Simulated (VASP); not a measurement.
# SiC in VASP: notebook

Runs on SiC. Level: PBEsol. Tasks: single point.

All numbers are computed with VASP 6.6.1; they aren't measurements. Logs are shortened: lines on timing, memory, paths and dates and some standing lists are left out, and cuts for length are marked.

## (1) The cell of the first run

The structure is tetragonal, space group I-4m2 (No. 119). The conventional cell has a = 3.075 Å, b = 3.075 Å, c = 4.696 Å, α = 90.00°, β = 90.00°, γ = 90.00°. Si (site symmetry -4m2) has 4 C at 1.93 Å within 2.6 Å. Within 2.6 Å of C (site symmetry -4m2) lie 4 Si at 1.93 Å.

## (2) Single point, PBEsol (strain +0.000 along x and y, +0.080 along z)

INCAR

```
PREC     = Accurate       # precision mode
ENCUT    = 520            # plane-wave cutoff, eV
EDIFF    = 1E-6           # SCF threshold, eV
ISMEAR   = 0              # smearing method
SIGMA    = 0.05           # smearing width, eV
LREAL    = F              # projectors in reciprocal space
LASPH    = T              # aspherical terms in the spheres
NELM     = 100            # most SCF steps
ALGO     = Normal         # electronic algorithm
ISIF     = 2              # what is computed and relaxed
LWAVE    = F              # write WAVECAR
LCHARG   = T              # write CHGCAR
GGA      = PS             # functional
LELF     = T              # ELF
LVHAR    = T            
NBANDS   = 11             # bands
```

KPOINTS

```
regular mesh
0
Gamma
  12 12 12
```

POSCAR

```
SiC
1.0
    0.0000000000      2.1740000000      2.3479200000
    2.1740000000      0.0000000000      2.3479200000
    2.1740000000      2.1740000000      0.0000000000
Si C
1 1
Direct
    0.0000000000      0.0000000000      0.0000000000
    0.7500000000      0.7500000000      0.7500000000
```

Potentials or basis: VASP PAW PBE potentials, release 64 (Si, C).

The run is started by

```bash
$ cat potpaw_PBE.64/Si/POTCAR potpaw_PBE.64/C/POTCAR > POTCAR
$ mpirun -np 1 vasp_std > vasp.out
```

OUTCAR:

```text
PREC = Accurate
   ENCUT = 520
   EDIFF = 1E-6
   ISMEAR = 0
   LREAL = F
   LASPH = T
   NELM = 100
   ISIF = 2
   GGA = PS

 ion  position               nearest neighbor table
   1  0.000  0.000  0.000-   2 1.93   2 1.93   2 1.93   2 1.93
   2  0.750  0.750  0.750-   1 1.93   1 1.93   1 1.93   1 1.93

  LATTYP: Found a body centered tetragonal cell.
 ALAT       =     3.0745002846
 C/A-ratio  =     1.5273506474

  Lattice vectors:

 A1 = (  -2.1740000000,   0.0000000000,   2.3479200000)
 A2 = (   2.1740000000,   0.0000000000,   2.3479200000)
 A3 = (   0.0000000000,   2.1740000000,  -2.3479200000)

Analysis of symmetry for initial positions (statically):
=====================================================================
 Subroutine PRICEL returns:
 Original cell was already a primitive cell.

 Routine SETGRP: Setting up the symmetry group for a
 body centered tetragonal supercell.

 Subroutine GETGRP returns: Found  8 space group operations
 (whereof  8 operations were pure point group operations)
 out of a pool of 16 trial point group operations.

The static configuration has the point symmetry D_2d.

Analysis of symmetry for dynamics (positions and initial velocities):
=====================================================================
 Subroutine PRICEL returns:
 Original cell was already a primitive cell.

 Routine SETGRP: Setting up the symmetry group for a
 body centered tetragonal supercell.

 Subroutine GETGRP returns: Found  8 space group operations
 (whereof  8 operations were pure point group operations)
 out of a pool of 16 trial point group operations.

The dynamic configuration has the point symmetry D_2d.

 Subroutine INISYM returns: Found  8 space group operations
 (whereof  8 operations are pure point group operations),
 and found     1 'primitive' translations

----------------------------------------------------------------------------------------

                                     Primitive cell

  volume of cell :      22.1938

  direct lattice vectors                    reciprocal lattice vectors
     0.000000000  2.174000000  2.347920000    -0.229990800  0.229990800  0.212954445
     2.174000000  0.000000000  2.347920000     0.229990800 -0.229990800  0.212954445
     2.174000000  2.174000000  0.000000000     0.229990800  0.229990800 -0.212954445

  length of vectors
     3.199844422  3.199844422  3.074500285     0.388768739  0.388768739  0.388768739

  position of ions in fractional coordinates (direct lattice)
     0.000000000  0.000000000  0.000000000
     0.750000000  0.750000000  0.750000000

  ion indices of the primitive-cell ions
   primitive index   ion index
                 1           1
                 2           2

----------------------------------------------------------------------------------------

 KPOINTS: regular mesh

Automatic generation of k-mesh.
 Grid dimensions read from file:
 generate k-points for:   12   12   12

 Generating k-lattice:

  Cartesian coordinates                     Fractional coordinates (reciprocal lattice)
    -0.019165900  0.019165900  0.017746204     0.083333333 -0.000000000  0.000000000
     0.019165900 -0.019165900  0.017746204    -0.000000000  0.083333333  0.000000000
     0.019165900  0.019165900 -0.017746204     0.000000000  0.000000000  0.083333333

  Length of vectors
     0.032397395  0.032397395  0.032397395

  Shift w.r.t. Gamma in fractional coordinates (k-lattice)
     0.000000000  0.000000000  0.000000000

 Subroutine IBZKPT returns following result:
 ===========================================

 Found    163 irreducible k-points:

 Following reciprocal coordinates:
            Coordinates               Weight
  0.000000  0.000000  0.000000      1.000000
  0.083333 -0.000000  0.000000      8.000000
  0.166667 -0.000000  0.000000      8.000000
  0.250000  0.000000  0.000000      8.000000
  0.333333 -0.000000  0.000000      8.000000
  0.416667  0.000000  0.000000      8.000000
[... 16 lines left out ...]
  0.500000  0.166667  0.000000      8.000000
 -0.416667  0.166667  0.000000      8.000000
 [... further k-points ...]
   k-points           NKPTS =    163   k-points in BZ     NKDIM =    163   number of bands    NBANDS=     11
   number of dos      NEDOS =    301   number of ions     NIONS =      2
   total plane-waves  NPLWV =  13824
   dimension x,y,z NGX =    24 NGY =   24 NGZ =   24
   dimension x,y,z NGXF=    48 NGYF=   48 NGZF=   48
   ions per type =               1   1
   NGX,Y,Z   is equivalent  to a cutoff of  12.47, 12.47, 12.98 a.u.
   NGXF,Y,Z  is equivalent  to a cutoff of  24.94, 24.94, 25.95 a.u.
 SYSTEM =  unknown system
   PREC   = accura    normal or accurate (medium, high low for compatibility)
   ISTART =      0    job   : 0-new  1-cont  2-samecut
   ICHARG =      2    charge: 1-file 2-atom 10-const
   ISPIN  =      1    spin polarized calculation?
   LNONCOLLINEAR =      F non collinear calculations
   LSORBIT =      F    spin-orbit coupling
   LASPH  =      T    aspherical Exc in radial PAW
   ENCUT  =  520.0 eV  38.22 Ry    6.18 a.u.   5.95  5.95  5.72*2*pi/ulx,y,z
   NELM   =    100;   NELMIN=  2; NELMDL= -5     # of ELM steps
   EDIFF  = 0.1E-05   stopping-criterion for ELM
   LREAL  =      F    real-space projection
   EDIFFG = 0.1E-04   stopping-criterion for IOM
   NSW    =      0    number of steps for IOM
   IBRION =     -1    ionic relax: 0-MD 1-quasi-New 2-CG
   NFREE  =      0    steps in history (QN), initial steepest desc. (CG)
   ISIF   =      2    stress and relaxation
   ISYM   =      2    0-nonsym 1-usesym 2-fastsym
   POTIM  = 0.5000    time-step for ionic-motion
   TEBEG  =    0.0;   TEEND  =   0.0 temperature during run
   PSTRESS=    0.0 pullay stress
   NELECT =       8.0000    total number of electrons
   NUPDOWN=      -1.0000    fix difference up-down
   EMIN   =  10.00;   EMAX   =-10.00  energy-range for DOS
   EFERMI =   0.00;   METHOD = LEGACY
   ISMEAR =     0;   SIGMA  =   0.05  broadening in eV -4-tet -1-fermi 0-gaus
   EFERMI_NEDOS =   21; number of points for ismear=-14 and -15
   IALGO  =     38    algorithm
   IMIX   =      4    mixing-type and parameters
     AMIX     =   0.40;   BMIX     =  1.00
     AMIX_MAG =   1.60;   BMIX_MAG =  1.00
  volume/ion in A,a.u.               =      11.10        74.89
  Fermi-wavevector in a.u.,A,eV,Ry     =   1.165093  2.201707 18.469125  1.357442
  Thomas-Fermi vector in A             =   2.301623
   LORBIT       =      0    0 simple, 1 ext, 2 COOP (PROOUT), +10 PAW based schemes
   GGA     = PS    functional components
   LHFCALC =     F    Hartree Fock is set to
   AEXX    =    0.0000 exact exchange contribution
   IVDW    =     0    specifies the selected vdW correction
   LEPSILON=     F    determine dielectric tensor
   LRPA    =     F    only Hartree local field effects (RPA)
 non-spin polarized calculation
 Gauss-broadening in eV      SIGMA  =   0.05
  energy-cutoff  :      520.00
  volume of cell :       22.19
 maximum number of plane-waves:       636
   NGX = 11   NGY = 11   NGZ = 11

 number of electron       8.0000000 magnetization

 Free energy of the ion-electron system (eV)
  ---------------------------------------------------
  ext. energy  EPLUGINS =         0.00000000
  ---------------------------------------------------
  free energy    TOTEN  =       -15.77504990 eV

  energy without entropy =      -15.77504990  energy(sigma->0) =      -15.77504990

 E-fermi :   7.7718     XC(G=0): -11.2117

 val. band max:        7.5032206447   @ k =   0.0000   0.0000   0.0000
 cond. band min:       8.4040536016   @ k =   0.5000   0.0000   0.5000
 fundamental gap:      0.9008329568
 Fermi energy:         7.7717980334

 k-point     1 :       0.0000    0.0000    0.0000
  band No.  band energies     occupation
      1      -7.5851      2.00000
      2       6.9241      2.00000
      3       7.5032      2.00000
      4       7.5032      2.00000
      5      12.6178      0.00000
      6      14.0327      0.00000
      7      14.0327      0.00000
      8      14.2153      0.00000
      9      20.0623      0.00000
     10      22.1747      0.00000
     11      22.4878      0.00000

 k-point     2 :       0.0833   -0.0000    0.0000
  band No.  band energies     occupation
      1      -7.4558      2.00000
      2       6.4699      2.00000
      3       7.1095      2.00000
      4       7.4315      2.00000
      5      12.9132      0.00000
      6      13.9877      0.00000
      7      14.2150      0.00000
      8      14.4883      0.00000
      9      19.5104      0.00000
     10      21.5972      0.00000
     11      22.6492      0.00000

 k-point     3 :       0.1667   -0.0000    0.0000
  band No.  band energies     occupation
      1      -7.0716      2.00000
      2       4.9527      2.00000
      3       6.7244      2.00000
      4       7.2552      2.00000
      5      12.8154      0.00000
      6      14.3926      0.00000
      7      14.6385      0.00000
      8      15.1215      0.00000
      9      19.1278      0.00000
     10      20.5515      0.00000
     11      22.4778      0.00000

 k-point     4 :       0.2500    0.0000    0.0000
  band No.  band energies     occupation
      1      -6.4473      2.00000
      2       3.1130      2.00000
      3       6.3651      2.00000
      4       7.0511      2.00000
      5      12.3684      0.00000
      6      14.5298      0.00000
      7      14.9699      0.00000
      8      16.0212      0.00000
      9      19.6292      0.00000
     10      20.2440      0.00000
     11      22.0005      0.00000
[... 239 lines left out ...]
 k-point    22 :       0.4167    0.1667    0.0000
  band No.  band energies     occupation
      1      -5.0321      2.00000
      2       1.1046      2.00000
      3       4.5712      2.00000
      4       5.9897      2.00000
      5      12.1005      0.00000
      6      14.2973      0.00000
      7      16.5042      0.00000
      8      16.5827      0.00000
      9      19.9148      0.00000
     10      23.6818      0.00000
     11      24.1133      0.00000

 k-point    23 :       0.5000    0.1667    0.0000
  band No.  band energies     occupation
      1      -4.1832      2.00000
      2      -0.1541      2.00000
      3       4.0590      2.00000
      4       6.0968      2.00000
      5      12.2744      0.00000
      6      14.0910      0.00000
      7      16.1542      0.00000
      8      17.5239      0.00000
      9      20.8216      0.00000
     10      23.6158      0.00000
     11      24.1798      0.00000

 k-point    24 :      -0.4167    0.1667    0.0000
  band No.  band energies     occupation
      1      -3.8981      2.00000
      2      -0.5098      2.00000
      3       3.7675      2.00000
      4       6.3373      2.00000
      5      12.6340      0.00000
      6      14.0161      0.00000
      7      15.8274      0.00000
      8      17.5669      0.00000
      9      21.8258      0.00000
     10      21.9076      0.00000
     11      24.1539      0.00000

 [... further k-points ...]
[... 5 lines left out ...]
  --------------------------------------------------------------------------------------
  -------------------------------------------------------------------------------------
  Total       -0.8741349     -0.8741349     -3.9265738      0.0000000      0.0000000      0.0000000
  in kB      -63.1039652    -63.1039652   -283.4601280      0.0000000      0.0000000      0.0000000
  external PRESSURE =    -136.5560194 kB  Pullay stress =       0.0000000 kB

 VOLUME and BASIS-vectors are now :
 -----------------------------------------------------------------------------
  energy-cutoff  :      520.00
  volume of cell :       22.19
      direct lattice vectors                 reciprocal lattice vectors
     0.000000000  2.174000000  2.347920000    -0.229990800  0.229990800  0.212954445
     2.174000000  0.000000000  2.347920000     0.229990800 -0.229990800  0.212954445
     2.174000000  2.174000000  0.000000000     0.229990800  0.229990800 -0.212954445

 POSITION                                       TOTAL-FORCE (eV/Angst)
 -----------------------------------------------------------------------------------
      0.00000      0.00000      0.00000        -0.000000     -0.000000      0.000000
      3.26100      3.26100      3.52188         0.000000      0.000000      0.000000
 -----------------------------------------------------------------------------------
    total drift:                                0.000000      0.000000     -0.000000

  FREE ENERGIE OF THE ION-ELECTRON SYSTEM (eV)
  ---------------------------------------------------
  free  energy   TOTEN  =       -15.7750498969 eV

  energy  without entropy=      -15.7750498969  energy(sigma->0) =      -15.77504990
```

It took 20 s on 1 thread of Intel Xeon 6975P-C (Granite Rapids), shared host; peak memory 0.16 GiB.

What came out:

```
Free energy            : -15.7750 eV
Pressure               : -13.7 GPa
Band gap on the k mesh : 0.90 eV, indirect (least direct gap 4.30 eV)
```

Stress tensor (GPa, compression positive):
```
 -6.31   0.00   0.00
  0.00  -6.31   0.00
  0.00   0.00 -28.35
```

Caveat: the cell differs from its parent crystal (strain +0.000 along x and y, +0.080 along z); the PAW data sets were made with another functional, which shifts forces and pressure a little. A k mesh can miss the band edges.

## (3) Single point, PBEsol (strain +0.040 along x and y, +0.000 along z)

INCAR

```
ALGO = Normal
EDIFF = 1E-7
ENCUT = 520
GGA = PS
ISIF = 2
ISMEAR = 0
LASPH = True
LCHARG = False
LREAL = False
LWAVE = False
NBANDS = 11
NELM = 60
PREC = Accurate
SIGMA = 0.05
```

KPOINTS

```
k-points
0
Gamma
  12 12 12
```

POSCAR

```
SiC
1.0
    0.0000000000      2.2609600000      2.1740000000
    2.2609600000      0.0000000000      2.1740000000
    2.2609600000      2.2609600000      0.0000000000
Si C
1 1
Direct
    0.0000000000      0.0000000000      0.0000000000
    0.7500000000      0.7500000000      0.7500000000
```

Potentials or basis: VASP PAW PBE potentials, release 64 (Si, C).

The run is started by

```bash
$ cat potpaw_PBE.64/Si/POTCAR potpaw_PBE.64/C/POTCAR > POTCAR
$ mpirun -np 1 vasp_std > vasp.out
```

Wall time 24 s (1 thread of Intel Xeon 6975P-C (Granite Rapids), shared host); peak memory 0.16 GiB.

Results (log left out):

| Quantity | Value |
| --- | --- |
| Free energy | -15.8303 eV |
| Pressure | -13.7 GPa |
| Band gap on the k mesh | 0.91 eV, indirect (least direct gap 4.32 eV) |

Stress tensor (GPa, compression positive):
```
-16.71   0.00   0.00
  0.00 -16.71   0.00
  0.00   0.00  -7.70
```

Levels at points of the mesh, in eV from the valence-band top:
| k point | band 1 | band 2 | band 3 | band 4 | band 5 | band 6 | band 7 | band 8 |
| --- | --- | --- | --- | --- | --- | --- | --- | --- |
| (0.00, 0.00, 0.00) | -15.04 | -0.24 | -0.24 | 0.00 | 5.19 | 6.53 | 6.65 | 6.65 |
| (0.50, 0.00, 0.00) | -11.69 | -8.38 | -1.42 | -0.99 | 4.48 | 6.43 | 7.06 | 9.38 |
| (0.50, 0.50, 0.00) | -10.11 | -7.47 | -3.50 | -3.50 | 0.91 | 3.36 | 12.88 | 12.88 |
| (0.50, 0.00, 0.50) | -10.39 | -7.93 | -3.13 | -3.07 | 1.25 | 4.02 | 12.46 | 13.36 |

Caveat: the cell differs from its parent crystal (strain +0.040 along x and y, +0.000 along z); the PAW data sets were made with another functional, which shifts forces and pressure a little.

## (4) Single point, PBEsol (strain +0.040 along x and y, +0.080 along z)

INCAR

```
PREC = Accurate
ENCUT = 520
EDIFF = 1E-7
ISMEAR = 0
SIGMA = 0.05
LREAL = F
LASPH = T
NELM = 80
ALGO = Normal
ISIF = 2
LWAVE = F
LCHARG = F
GGA = PS
NBANDS = 11
```

KPOINTS

```
regular mesh
0
Gamma
  12 12 12
```

POSCAR

```
SiC
1.0
    0.0000000000      2.2609600000      2.3479200000
    2.2609600000      0.0000000000      2.3479200000
    2.2609600000      2.2609600000      0.0000000000
Si C
1 1
Direct
    0.0000000000      0.0000000000      0.0000000000
    0.7500000000      0.7500000000      0.7500000000
```

The run is started by

```bash
$ cat potpaw_PBE.64/Si/POTCAR potpaw_PBE.64/C/POTCAR > POTCAR
$ mpirun -np 1 vasp_std > vasp.out
```

It took 20 s on 1 thread of Intel Xeon 6975P-C (Granite Rapids), shared host; peak memory 0.15 GiB.

The run converged. Its results:

* Free energy: -15.6145 eV
* Pressure: -24.4 GPa
* Band gap on the k mesh: 1.17 eV, indirect (least direct gap 4.24 eV)

Stress tensor (GPa, compression positive):
```
-21.21   0.00   0.00
  0.00 -21.21   0.00
  0.00   0.00 -30.86
```

Levels at points of the mesh, in eV from the valence-band top:
```csv
k point,band 1,band 2,band 3,band 4,band 5,band 6,band 7,band 8,band 9
"(0.00, 0.00, 0.00)",-14.39,-0.26,0.00,0.00,4.39,6.18,6.18,6.28,12.97
"(0.50, 0.00, 0.00)",-11.31,-7.91,-1.31,-0.89,3.92,6.34,6.71,9.03,14.20
"(0.50, 0.50, 0.00)",-10.15,-7.76,-2.76,-2.76,1.48,4.03,12.27,12.27,12.42
"(0.50, 0.00, 0.50)",-9.91,-7.34,-3.15,-3.09,1.17,3.43,11.67,12.62,12.88
```

Caveat: the cell differs from its parent crystal (strain +0.040 along x and y, +0.080 along z); the PAW data sets were made with another functional, which shifts forces and pressure a little.

[end of part 1 of 2]
